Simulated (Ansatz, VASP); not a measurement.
# ZnSe: VASP beside Ansatz

File INCAR:

```
ALGO = Normal
EDIFF = 1E-6
ENCUT = 520
GGA = PS
ISIF = 2
ISMEAR = 0
LASPH = T
LCHARG = F
LREAL = F
LWAVE = F
NBANDS = 26
NELM = 60
PREC = Accurate
SIGMA = 0.02
```

KPOINTS

```
k-points
0
Gamma
  8 8 6
```

File POSCAR:

```
ZnSe
1.0
    2.8604224375      2.8604224375      0.0000000000
   -2.8604224375      2.8604224375      0.0000000000
    0.0000000000      0.0000000000      5.4079174409
Zn Se
2 2
Direct
    0.0000000000      0.0000000000      0.0000000000
    0.5000000000      0.5000000000      0.5000000000
    0.5000000000      0.0000000000      0.2500000000
    0.0000000000      0.5000000000      0.7500000000
```

Input for Ansatz:

```yaml
crystal:
  lattice:
    - [2.8604224375, 2.8604224375, 0.0]
    - [-2.8604224375, 2.8604224375, 0.0]
    - [0.0, 0.0, 5.4079174409]
  atoms:
    - { symbol: Zn, position: [0.0, 0.0, 0.0] }
    - { symbol: Zn, position: [0.5, 0.5, 0.5] }
    - { symbol: Se, position: [0.5, 0.0, 0.25] }
    - { symbol: Se, position: [0.0, 0.5, 0.75] }
basis:
  ecutwfc: 420
kpoints:
  mp_grid: { grid: [8, 8, 6] }
  band_path: { path: [VBM, CBM], npoints: 2 }
hamiltonian:
  xc: pbesol
scf:
  occupations: { method: gaussian, width: 0.02 }
output:
  forces: true
  stress: true
  eigenvalues: true
checkpoint:
  read: start.run
  write: ck
  compress: false
  write_wavefunctions: false
  write_every: 100000
```

Alike in both runs: task single point; functional PBEsol; k mesh 8 × 8 × 6; occupations gaussian, width 0.02 eV; no spin polarisation.

|  | VASP | Ansatz |
| --- | --- | --- |
| version | VASP 6.6.1 | Ansatz 0.2.0 |
| potentials or method | VASP PAW PBE potentials, release 64 (Zn, Se), cutoff 520 eV | scalar-relativistic, plane waves, PAW |
| valence electrons in the cell | 36 | 56 |

|  | VASP | Ansatz | Ansatz less VASP |
| --- | --- | --- | --- |
| gap on the k mesh at the Fermi level (eV) | 1.15 | 1.14 | -0.005 |
| least direct gap on the mesh (eV) | 1.15 | 1.14 | -0.005 |
| pressure (GPa) | 0.9 | 0.6 | -0.30 |
| traceless stress, the component that is largest in VASP (GPa) | 1.18 | 1.19 | +0.012 |

VASP's potentials were made for PBE, not for PBEsol. VASP's potentials hold 36 valence electrons a cell and Ansatz's 56, so a difference there can come from the potentials and not from the codes.
